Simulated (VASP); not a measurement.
A run of VASP 6.6.1 is set up as follows.

INCAR

```
ALGO     = Normal         # electronic algorithm
EDIFF    = 1E-6           # SCF threshold, eV
ENCUT    = 520            # plane-wave cutoff, eV
GGA      = PE             # functional
ISIF     = 2              # what is computed and relaxed
ISMEAR   = 0              # smearing method
ISPIN    = 2              # spin polarisation
LASPH    = True           # aspherical terms in the spheres
LCHARG   = False          # write CHGCAR
LMAXMIX  = 4              # l up to which the mixer works
LORBIT   = 11             # projections on sites
LREAL    = False          # projectors in reciprocal space
LWAVE    = False          # write WAVECAR
MAGMOM   = 0 0 0 1 1 1    # initial moments
NBANDS   = 29             # bands
NELM     = 150            # most SCF steps
PREC     = Accurate       # precision mode
SIGMA    = 0.1            # smearing width, eV
```

Contents of KPOINTS:

```
k-points
0
Gamma
  6 6 6
```

The input POSCAR:

```
ScB2N3
1.0
    2.4479231789      1.4133091063      3.7013713386
   -2.4479231789      1.4133091063      3.7013713386
    0.0000000000     -2.8266182126      3.7013713386
Sc B N
1 2 3
Direct
    0.5000000000      0.5000000000      0.5000000000
    0.6948916360      0.6948916360      0.6948916360
    0.3051083640      0.3051083640      0.3051083640
    0.5000000000      0.5000000000      0.0000000000
    0.0000000000      0.5000000000      0.5000000000
    0.5000000000      0.0000000000      0.5000000000
```

Potentials or basis: VASP PAW PBE potentials, release 64 (Sc_sv, B, N).

Command:

```sh
$ cat potpaw_PBE.64/Sc_sv/POTCAR potpaw_PBE.64/B/POTCAR potpaw_PBE.64/N/POTCAR > POTCAR
$ mpirun -np 1 vasp_std > vasp.out
```

(1) What does it give for the site moments?

(2) Estimate the pressure.

Results:

(1) Sc +0.01; B +0.01; N -0.09 μB.

(2) 0.4 GPa.
